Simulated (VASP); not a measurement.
Pd, 1 atom in the cell. It takes space group Fm-3m (No. 225, cubic). Conventional cell: a = 3.890 Å, b = 3.890 Å, c = 3.890 Å, α = 90.00°, β = 90.00°, γ = 90.00°. Pd (site symmetry m-3m) has 12 Pd at 2.75 Å within 3.6 Å. 

* Program: VASP 6.6.1
* Task: relaxation of cell and atoms
* Functional: PBEsol
* Potentials or basis: VASP PAW PBE potentials, release 64 (Pd)
* Cutoff: 500 eV
* k mesh: 10 × 10 × 10
* Occupations: gaussian, width 0.1 eV
* Spin: no spin polarisation
* Dipole correction: no
* Further INCAR settings: ALGO = Normal; EDIFF = 1e-07; IBRION = 2; EDIFFG = -0.01; NSW = 80; ISIF = 3

Potentials or basis: VASP PAW PBE potentials, release 64 (Pd).

Run with:

```sh
$ cat potpaw_PBE.64/Pd/POTCAR > POTCAR
$ mpirun -np 1 vasp_std > vasp.out
```

Hardware: 1 thread of Intel(R) Xeon(R) 6975P-C (Granite Rapids), on a shared host.

Estimate the wall time of this run.

It took 6 s on 1 thread of Intel(R) Xeon(R) 6975P-C (Granite Rapids) (shared host), peak memory 0.13 GiB. Counts: scf iterations 25, k points 47, ion steps 3.
